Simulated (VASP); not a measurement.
Crystal: Ta.

```
CELL_PARAMETERS angstrom
-1.62648 1.62648 1.62648
1.62648 -1.62648 1.62648
1.62648 1.62648 -1.62648
ATOMIC_POSITIONS crystal
Ta 0.00000 0.00000 0.00000
```

Base run:

- Program: VASP 6.6.1
- Functional: LDA
- Potentials or basis: VASP PAW LDA potentials, release 64 (Ta_sv_GW)
- Cutoff: 500 eV
- k mesh: 11 × 11 × 11
- Occupations: fermi-dirac, width 0.05 eV
- Spin: no spin polarisation

Its results: pressure -0.7 GPa.

Q: The run is repeated on the same cell with these changes: potentials or basis from VASP PAW LDA potentials, release 64 (Ta_sv_GW) to VASP PAW LDA potentials, release 64 (Ta_pv); cutoff from 500 eV to 520 eV; valence electrons from 13 to 11. What comes out?

A: Pressure 0.9 GPa.
